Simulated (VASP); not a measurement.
A run of VASP 6.6.1 is set up as follows.

Contents of INCAR:

```
PREC     = Accurate       # precision mode
ENCUT    = 520            # plane-wave cutoff, eV
EDIFF    = 1E-6           # SCF threshold, eV
ISMEAR   = -1             # smearing method
SIGMA    = 0.05           # smearing width, eV
LREAL    = False          # projectors in reciprocal space
LASPH    = True           # aspherical terms in the spheres
NELM     = 100            # most SCF steps
ALGO     = Fast           # electronic algorithm
ISIF     = 2              # what is computed and relaxed
LWAVE    = False          # write WAVECAR
LCHARG   = False          # write CHGCAR
GGA      = PE             # functional
IVDW     = 13             # dispersion correction
NBANDS   = 12             # bands
```

Contents of KPOINTS:

```
regular mesh
0
Gamma
  11 11 11
```

The input POSCAR:

```
Au
1.0
    0.0000000000      2.0617793868      2.0617793868
    2.0617793868      0.0000000000      2.0617793868
    2.0617793868      2.0617793868      0.0000000000
Au
1
Direct
    0.0000000000      0.0000000000      0.0000000000
```

Potentials or basis: VASP PAW PBE potentials, release 64 (Au).

Run with:

```sh
$ cat potpaw_PBE.64/Au/POTCAR > POTCAR
$ mpirun -np 1 vasp_std > vasp.out
```

What does it give for the dispersion energy per atom?

-0.661 eV.

Estimate the pressure.

-2.1 GPa.

Caveat: pairwise dispersion overbinds metals, which lowers pressure and volume.
